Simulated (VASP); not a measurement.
Input of a VASP 6.6.1 run:

The input INCAR:

```
SYSTEM = BN
ALGO = Normal ; EDIFF = 1E-6
EDIFFG = -0.002 ; ENCUT = 520
GGA = PS ; IBRION = 2
ISIF = 2 ; ISMEAR = 0
LASPH = .TRUE. ; LCHARG = .FALSE.
LREAL = .FALSE. ; LWAVE = .FALSE.
NELM = 100 ; NSW = 60
PREC = Accurate ; SIGMA = 0.02
```

KPOINTS

```
k-points
0
G
  9 9 6
  0 0 0
```

Contents of POSCAR:

```
BN
1.0
    2.5151549549      0.0000000000      0.0000000000
   -1.2575774774      2.1781880854      0.0000000000
    0.0000000000      0.0000000000      4.1606277791
B N
2 2
Direct
    0.3333333333      0.6666666667     -0.0002373568
    0.6666666667      0.3333333333      0.4997626432
    0.3333333333      0.6666666667      0.3742373568
    0.6666666667      0.3333333333      0.8742373568
```

Potentials or basis: VASP PAW PBE potentials, release 64 (B, N).

Run with:

```sh
$ cat potpaw_PBE.64/B/POTCAR potpaw_PBE.64/N/POTCAR > POTCAR
$ mpirun -np 1 vasp_std > vasp.out
```

(1) Estimate the energy gained by relaxing.

(2) Estimate the band gap on the k mesh.

Results:

(1) 0.0 meV/atom.

(2) 4.88 eV, indirect (least direct gap 8.35 eV).

Caveat: the cell differs from its parent crystal (strained cell).
